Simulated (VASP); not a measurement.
# Ru (Im-3m) in VASP: single point with PBE

Aim: the single point of Ru with PBE.

Program: VASP 6.6.1. These are calculated values, not measurements. Logs are shortened: lines on timing, memory, paths and dates and some standing lists are left out, and cuts for length are marked.

## (1) The cell of the first run

The structure is cubic, space group Im-3m (No. 229). The conventional cell has a = 3.054 Å, b = 3.054 Å, c = 3.054 Å, α = 90.00°, β = 90.00°, γ = 90.00°. Ru (site symmetry m-3m) has 14 Ru at 2.64 to 3.05 Å within 3.5 Å.

## (2) Single point, PBE, non-collinear spin, zero start, spin-orbit coupling

Contents of INCAR:

```
PREC = Accurate ; ENCUT = 520
EDIFF = 1E-6 ; ISMEAR = 0
SIGMA = 0.05 ; LREAL = F
LASPH = T ; NELM = 150
ALGO = Normal ; ISIF = 2
LWAVE = F ; LCHARG = T
MAGMOM = 0 0 0 ; LORBIT = 11
LSORBIT = T ; GGA_COMPAT = F
LORBMOM = T ; LMAXMIX = 4
GGA = PE ; LVHAR = T
NBANDS = 25
```

Contents of KPOINTS:

```
Automatic mesh
0
Gamma
  20 20 20
```

Contents of POSCAR:

```
Ru
1.0
   -1.5269396512      1.5269396512      1.5269396512
    1.5269396512     -1.5269396512      1.5269396512
    1.5269396512      1.5269396512     -1.5269396512
Ru
1
Direct
    0.0000000000      0.0000000000      0.0000000000
```

Potentials or basis: VASP PAW PBE potentials, release 64 (Ru_pv).

Started as:

```console
cat potpaw_PBE.64/Ru_pv/POTCAR > POTCAR
mpirun -np 1 vasp_ncl > vasp.out
```

OUTCAR:

```text
PREC = Accurate
   ENCUT = 520
   EDIFF = 1E-6
   ISMEAR = 0
   LREAL = F
   LASPH = T
   NELM = 150
   ISIF = 2
   LORBIT = 11
   LSORBIT = T
   GGA = PE

 ion  position               nearest neighbor table
   1  0.000  0.000  0.000-

  LATTYP: Found a body centered cubic cell.
 ALAT       =     3.0538793024

  Lattice vectors:

 A1 = (  -1.5269396512,   1.5269396512,   1.5269396512)
 A2 = (   1.5269396512,  -1.5269396512,   1.5269396512)
 A3 = (   1.5269396512,   1.5269396512,  -1.5269396512)

Analysis of symmetry for initial positions (statically):
=====================================================================
 Subroutine PRICEL returns:
 Original cell was already a primitive cell.

 Routine SETGRP: Setting up the symmetry group for a
 body centered cubic supercell.

 Subroutine GETGRP returns: Found 48 space group operations
 (whereof 48 operations were pure point group operations)
 out of a pool of 48 trial point group operations.

The static configuration has the point symmetry O_h .

Analysis of symmetry for dynamics (positions and initial velocities):
=====================================================================
 Subroutine PRICEL returns:
 Original cell was already a primitive cell.

 Routine SETGRP: Setting up the symmetry group for a
 body centered cubic supercell.

 Subroutine GETGRP returns: Found 48 space group operations
 (whereof 48 operations were pure point group operations)
 out of a pool of 48 trial point group operations.

The dynamic configuration has the point symmetry O_h .

Analysis of structural, dynamic, and magnetic symmetry:
=====================================================================
 Subroutine PRICEL returns:
 Original cell was already a primitive cell.

 Routine SETGRP: Setting up the symmetry group for a
 body centered cubic supercell.

 Subroutine GETGRP returns: Found 48 space group operations
 (whereof 48 operations were pure point group operations)
 out of a pool of 48 trial point group operations.

The overall configuration has the point symmetry O_h .

 Subroutine INISYM returns: Found 48 space group operations
 (whereof 48 operations are pure point group operations),
 and found     1 'primitive' translations

----------------------------------------------------------------------------------------

                                     Primitive cell

  volume of cell :      14.2405

  direct lattice vectors                    reciprocal lattice vectors
    -1.526939651  1.526939651  1.526939651     0.000000000  0.327452365  0.327452365
     1.526939651 -1.526939651  1.526939651     0.327452365  0.000000000  0.327452365
     1.526939651  1.526939651 -1.526939651     0.327452365  0.327452365  0.000000000

  length of vectors
     2.644737056  2.644737056  2.644737056     0.463087576  0.463087576  0.463087576

  position of ions in fractional coordinates (direct lattice)
     0.000000000  0.000000000  0.000000000

  ion indices of the primitive-cell ions
   primitive index   ion index
                 1           1

----------------------------------------------------------------------------------------

 KPOINTS: Automatic mesh

Automatic generation of k-mesh.
 Grid dimensions read from file:
 generate k-points for:   20   20   20

 Generating k-lattice:

  Cartesian coordinates                     Fractional coordinates (reciprocal lattice)
     0.000000000  0.016372618  0.016372618     0.050000000  0.000000000  0.000000000
     0.016372618  0.000000000  0.016372618     0.000000000  0.050000000  0.000000000
     0.016372618  0.016372618  0.000000000     0.000000000  0.000000000  0.050000000

  Length of vectors
     0.023154379  0.023154379  0.023154379

  Shift w.r.t. Gamma in fractional coordinates (k-lattice)
     0.000000000  0.000000000  0.000000000

 Subroutine IBZKPT returns following result:
[... 39 lines left out ...]
 SYSTEM =  unknown system
   PREC   = accura    normal or accurate (medium, high low for compatibility)
   ISTART =      0    job   : 0-new  1-cont  2-samecut
   ICHARG =      2    charge: 1-file 2-atom 10-const
   ISPIN  =      1    spin polarized calculation?
   LNONCOLLINEAR =      T non collinear calculations
   LSORBIT =      T    spin-orbit coupling
   LASPH  =      T    aspherical Exc in radial PAW
   ENCUT  =  520.0 eV  38.22 Ry    6.18 a.u.   4.92  4.92  4.92*2*pi/ulx,y,z
   NELM   =    150;   NELMIN=  2; NELMDL= -5     # of ELM steps
   EDIFF  = 0.1E-05   stopping-criterion for ELM
   LREAL  =      F    real-space projection
   EDIFFG = 0.1E-04   stopping-criterion for IOM
   NSW    =      0    number of steps for IOM
   IBRION =     -1    ionic relax: 0-MD 1-quasi-New 2-CG
   NFREE  =      0    steps in history (QN), initial steepest desc. (CG)
   ISIF   =      2    stress and relaxation
   ISYM   =      2    0-nonsym 1-usesym 2-fastsym
   POTIM  = 0.5000    time-step for ionic-motion
   TEBEG  =    0.0;   TEEND  =   0.0 temperature during run
   PSTRESS=    0.0 pullay stress
   NELECT =      14.0000    total number of electrons
   NUPDOWN=      -1.0000    fix difference up-down
   EMIN   =  10.00;   EMAX   =-10.00  energy-range for DOS
   EFERMI =   0.00;   METHOD = LEGACY
   ISMEAR =     0;   SIGMA  =   0.05  broadening in eV -4-tet -1-fermi 0-gaus
   EFERMI_NEDOS =   21; number of points for ismear=-14 and -15
   IALGO  =     38    algorithm
   IMIX   =      4    mixing-type and parameters
     AMIX     =   0.40;   BMIX     =  1.00
     AMIX_MAG =   1.60;   BMIX_MAG =  1.00
  volume/ion in A,a.u.               =      14.24        96.10
  Fermi-wavevector in a.u.,A,eV,Ry     =   1.627830  3.076152 36.053120  2.649830
  Thomas-Fermi vector in A             =   2.720560
   LORBIT       =     11    0 simple, 1 ext, 2 COOP (PROOUT), +10 PAW based schemes
   GGA     = PE    functional components
   LHFCALC =     F    Hartree Fock is set to
   AEXX    =    0.0000 exact exchange contribution
   IVDW    =     0    specifies the selected vdW correction
   LEPSILON=     F    determine dielectric tensor
   LRPA    =     F    only Hartree local field effects (RPA)
 Gauss-broadening in eV      SIGMA  =   0.05
  energy-cutoff  :      520.00
  volume of cell :       14.24
 maximum number of plane-waves:       796
   NGX =  9   NGY =  9   NGZ =  9

 number of electron      14.0000000 magnetization       0.0000000      0.0000000      0.0000000

 number of electron      14.0000005 magnetization      -0.0000000      0.0000000      0.0000000

 number of electron      14.0000005 magnetization       0.0000000     -0.0000000     -0.0000000

 Free energy of the ion-electron system (eV)
  ---------------------------------------------------
  ext. energy  EPLUGINS =         0.00000000
  ---------------------------------------------------
  free energy    TOTEN  =        -8.74661320 eV

  energy without entropy =       -8.74396039  energy(sigma->0) =       -8.74528679

 E-fermi :  12.1367     XC(G=0): -13.8134

 val. band max:       12.1318613099   @ k =   0.4000   0.0500   0.0000
 cond. band min:      12.1400673565   @ k =   0.3000   0.3000   0.0000
 fundamental gap:      0.0082060465
 Fermi energy:        12.1367406240

 k-point     1 :       0.0000    0.0000    0.0000
  band No.  band energies     occupation
      1     -32.6729      1.00000
      2     -32.6729      1.00000
      3     -29.3027      1.00000
      4     -29.3027      1.00000
      5     -29.3027      1.00000
      6     -29.3027      1.00000
[... 661 lines left out ...]
     24      27.9013      0.00000
     25      32.5816      0.00000

 [... further k-points ...]
[... 5 lines left out ...]
  --------------------------------------------------------------------------------------
  -------------------------------------------------------------------------------------
  Total        0.0072839      0.0072839      0.0072839     -0.0000000     -0.0000000      0.0000000
  in kB        0.8195002      0.8195002      0.8195002     -0.0000000     -0.0000000      0.0000000
  external PRESSURE =       0.8195002 kB  Pullay stress =       0.0000000 kB

 VOLUME and BASIS-vectors are now :
 -----------------------------------------------------------------------------
  energy-cutoff  :      520.00
  volume of cell :       14.24
      direct lattice vectors                 reciprocal lattice vectors
    -1.526939651  1.526939651  1.526939651     0.000000000  0.327452365  0.327452365
     1.526939651 -1.526939651  1.526939651     0.327452365  0.000000000  0.327452365
     1.526939651  1.526939651 -1.526939651     0.327452365  0.327452365  0.000000000

 POSITION                                       TOTAL-FORCE (eV/Angst)
 -----------------------------------------------------------------------------------
      0.00000      0.00000      0.00000         0.000000      0.000000     -0.000000
 -----------------------------------------------------------------------------------
    total drift:                                0.000000     -0.000000     -0.000000

  FREE ENERGIE OF THE ION-ELECTRON SYSTEM (eV)
  ---------------------------------------------------
  free  energy   TOTEN  =        -8.7466132034 eV

  energy  without entropy=       -8.7439603853  energy(sigma->0) =       -8.74528679

 orbital moment (x)

 # of ion     p       d       tot
 ----------------------------------------
  1        -0.000   0.000   0.000
 ----------------------------------------
           -0.000   0.000   0.000

 orbital moment (y)

 # of ion     p       d       tot
 ----------------------------------------
  1        -0.000  -0.000  -0.000
 ----------------------------------------
           -0.000  -0.000  -0.000

 orbital moment (z)

 # of ion     p       d       tot
 ----------------------------------------
  1         0.000   0.000   0.000
 ----------------------------------------
            0.000   0.000   0.000

 Spin-Orbit-Coupling matrix elements

 Ion:    1  E_soc:     -0.2799129
 l=   1
     0.0000000    -0.0363539    -0.0363539
    -0.0363539     0.0000000    -0.0363539
    -0.0363539    -0.0363539     0.0000000
 l=   2
     0.0000000    -0.0011099     0.0000000    -0.0011099    -0.0091884
    -0.0011099     0.0000000    -0.0068913    -0.0011099    -0.0022971
     0.0000000    -0.0068913     0.0000000    -0.0068913     0.0000000
    -0.0011099    -0.0011099    -0.0068913     0.0000000    -0.0022971
    -0.0091884    -0.0022971     0.0000000    -0.0022971     0.0000000
 l=   3
     0.0000000     0.0000000     0.0000000     0.0000000     0.0000000     0.0000000     0.0000000
     0.0000000     0.0000000     0.0000000     0.0000000     0.0000000     0.0000000     0.0000000
     0.0000000     0.0000000     0.0000000     0.0000000     0.0000000     0.0000000     0.0000000
     0.0000000     0.0000000     0.0000000     0.0000000     0.0000000     0.0000000     0.0000000
     0.0000000     0.0000000     0.0000000     0.0000000     0.0000000     0.0000000     0.0000000
     0.0000000     0.0000000     0.0000000     0.0000000     0.0000000     0.0000000     0.0000000
     0.0000000     0.0000000     0.0000000     0.0000000     0.0000000     0.0000000     0.0000000

 total charge

# of ion       s       p       d       tot
------------------------------------------
    1        0.381   6.274   5.931  12.587

 magnetization (x)

# of ion       s       p       d       tot
------------------------------------------
    1        0.000  -0.000   0.000   0.000

 magnetization (y)

# of ion       s       p       d       tot
------------------------------------------
    1       -0.000   0.000  -0.000  -0.000

 magnetization (z)

# of ion       s       p       d       tot
------------------------------------------
    1       -0.000   0.000  -0.000  -0.000
```

Run time: 68 s. Hardware: 1 thread of AMD EPYC 9R45 (Zen 5), shared host; peak memory 0.22 GiB.

Results:

| Quantity | Value |
| --- | --- |
| Free energy | -8.7466 eV |
| Pressure | 0.1 GPa |
| Net moment | 0.00 μB per cell |
| Valence electrons inside the program's atomic spheres | Ru 12.59 |

Moments on the atoms (μB; x, y, z):
```
Ru  0.00 0.00 0.00
```
